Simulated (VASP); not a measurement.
Runs of VASP 6.6.1 on Rh. The structure is that of space group P6_3/mmc (No. 194), or close to it. The cells are those of the table. This isn't the form of Rh at room conditions, which is fcc.

| task | spin | cell | k mesh | cutoff (eV) | smearing | gap on the mesh (eV) | pressure (GPa) | moment (μB) |
| --- | --- | --- | --- | --- | --- | --- | --- | --- |
| single point | off | a = 2.667, b = 2.667, c = 4.298 Å, angles 90.0, 90.0, 120.0°, 2 atoms | 15 × 15 × 8 | 520 | fermi-dirac 0.1 eV | none | 14.0 | - |
| single point | collinear, ferromagnetic start | a = 2.701, b = 2.701, c = 4.358 Å, angles 90.0, 90.0, 120.0°, 2 atoms | 13 × 13 × 7 | 520 | fermi-dirac 0.05 eV | none | 1.2 | 0.01 |
| single point | off | a = 2.739, b = 2.739, c = 4.414 Å, angles 90.0, 90.0, 120.0°, 2 atoms | 15 × 15 × 8 | 520 | fermi-dirac 0.1 eV | none | (c) | - |
| relaxation of cell and atoms | off | relaxed from a = 2.689, b = 2.689, c = 4.391 Å, angles 90.0, 90.0, 120.0°, 2 atoms | 13 × 13 × 7 | 600 | fermi-dirac 0.1 eV | none | 0.0 | - |
| single point | off | a = 2.704, b = 2.704, c = 4.357 Å, angles 90.0, 90.0, 120.0°, 2 atoms | 13 × 13 × 7 | 520 | fermi-dirac 0.1 eV | none | 1.2 | - |
| single point | off | a = 2.704, b = 2.704, c = 4.357 Å, angles 90.0, 90.0, 120.0°, 2 atoms | 15 × 15 × 8 | 520 | fermi-dirac 0.1 eV | none | 1.2 | - |
| single point | off | a = 2.704, b = 2.704, c = 4.357 Å, angles 90.0, 90.0, 120.0°, 2 atoms | 22 × 22 × 12 | 520 | fermi-dirac 0.1 eV | none | 1.2 | - |
| single point | collinear, ferromagnetic start | a = 2.701, b = 2.701, c = 4.358 Å, angles 90.0, 90.0, 120.0°, 2 atoms | 22 × 22 × 12 | 520 | fermi-dirac 0.05 eV | none | 1.1 | 0.00 |
| single point | off | a = 2.591, b = 2.591, c = 4.175 Å, angles 90.0, 90.0, 120.0°, 2 atoms | 15 × 15 × 8 | 520 | fermi-dirac 0.1 eV | none | (b) | - |
| single point | off | a = 2.774, b = 2.774, c = 4.470 Å, angles 90.0, 90.0, 120.0°, 2 atoms | 15 × 15 × 8 | 520 | fermi-dirac 0.1 eV | none | -16.6 | - |
| single point | off | a = 2.629, b = 2.629, c = 4.237 Å, angles 90.0, 90.0, 120.0°, 2 atoms | 15 × 15 × 8 | 520 | fermi-dirac 0.1 eV | none | (a) | - |
| single point | off | a = 2.808, b = 2.808, c = 4.525 Å, angles 90.0, 90.0, 120.0°, 2 atoms | 15 × 15 × 8 | 520 | fermi-dirac 0.1 eV | none | -22.7 | - |

Alike in all rows: level r2SCAN; potentials or basis VASP PAW PBE potentials, release 64 (Rh_pv).

Problem. Estimate the missing entries.

Solution. (a) 30.4; (b) 51.2; (c) -8.9.

Caveats: the PAW data sets were made with another functional, which shifts forces and pressure a little; the cell stands under pressure (at least some runs); the cell stands under tension (at least some runs).

A k mesh can miss the band edges, and the runs leave out spin-orbit coupling on Rh.

A gap of «none» marks levels without a gap at the run's occupations.
